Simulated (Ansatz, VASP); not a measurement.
# Sr: VASP beside Ansatz

```
CELL_PARAMETERS angstrom
4.31000 0.00000 0.02155
-2.15500 3.73257 -0.01078
0.03525 0.00000 7.05000
ATOMIC_POSITIONS crystal
Sr 0.33333 0.66667 0.25000
Sr 0.66667 0.33333 0.75000
```

Change from the starting cell: strain +0.0100 x Voigt [0, 0, 0, 0, 1, 0], atoms carried along.

Alike in both runs: task single point; functional PBEsol; k mesh 12 × 12 × 8; occupations gaussian, width 0.15 eV; no spin polarisation.

|  | VASP | Ansatz |
| --- | --- | --- |
| version | VASP 6.6.1 | Ansatz 0.2.0 |
| potentials or method | VASP PAW PBE potentials, release 64 (Sr_sv), cutoff 520 eV | scalar-relativistic, plane waves, PAW |
| valence electrons in the cell | 20 | 20 |

Ansatz gave:

```
gap on the k mesh at the Fermi level (eV)                     : none
pressure (GPa)                                                : -0.9
traceless stress, the component that is largest in VASP (GPa) : -0.06
```

Q: What did VASP give for the same quantities?

A: gap on the k mesh at the Fermi level (eV): none; pressure (GPa): -0.8; traceless stress, the component that is largest in VASP (GPa): -0.06.

VASP's potentials were made for PBE, not for PBEsol. A gap of «none» marks a metal or a gap that the smearing closes. With one functional, cell and mesh, what is left measures potentials, basis and numerics.
